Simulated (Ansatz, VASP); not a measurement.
Two plane-wave programs on TaC

Contents of INCAR:

```
PREC = Accurate
ENCUT = 600
EDIFF = 1E-6
ISMEAR = 0
SIGMA = 0.05
LREAL = False
LASPH = True
NELM = 120
ALGO = Normal
ISIF = 2
LWAVE = False
LCHARG = False
GGA = RE
NBANDS = 14
GGA_COMPAT = False
```

File KPOINTS:

```
Automatic mesh
0
Gamma
  10 10 10
```

The input POSCAR:

```
TaC
1.0
    0.0000000000      2.2445504591      2.2445504591
    2.2445504591      0.0000000000      2.2445504591
    2.2445504591      2.2445504591      0.0000000000
Ta C
1 1
Direct
    0.0000000000      0.0000000000      0.0000000000
    0.5000000000      0.5000000000      0.5000000000
```

Input for Ansatz:

```yaml
crystal:
  lattice:
    - [0.0, 2.2445504591, 2.2445504591]
    - [2.2445504591, 0.0, 2.2445504591]
    - [2.2445504591, 2.2445504591, 0.0]
  atoms:
    - { symbol: Ta, position: [0.0, 0.0, 0.0] }
    - { symbol: C, position: [0.5, 0.5, 0.5] }
basis:
  ecutwfc: 420
  ecutrho_ratio: 4
kpoints:
  mp_grid: { grid: [10, 10, 10] }
hamiltonian:
  xc: revpbe
scf:
  occupations: { method: gaussian, width: 0.05 }
output:
  forces: true
  stress: true
  eigenvalues: true
```

Alike in both runs: task single point; functional revPBE; k mesh 10 × 10 × 10; occupations gaussian, width 0.05 eV; no spin polarisation.

|  | VASP | Ansatz |
| --- | --- | --- |
| version | VASP 6.6.1 | Ansatz 0.2.0 |
| potentials or method | VASP PAW PBE potentials, release 64 (Ta_pv, C), cutoff 600 eV | scalar-relativistic, plane waves, PAW |
| valence electrons in the cell | 15 | 17 |

|  | VASP | Ansatz | Ansatz less VASP |
| --- | --- | --- | --- |
| gap on the k mesh at the Fermi level (eV) | none | none | - |
| pressure (GPa) | 0.5 | 0.0 | -0.48 |

VASP's potentials were made for PBE, not for revPBE. A gap of «none» marks a metal or a gap that the smearing closes. VASP's potentials hold 15 valence electrons a cell and Ansatz's 17, so a difference there can come from the potentials and not from the codes.

Spin-orbit coupling is off throughout.
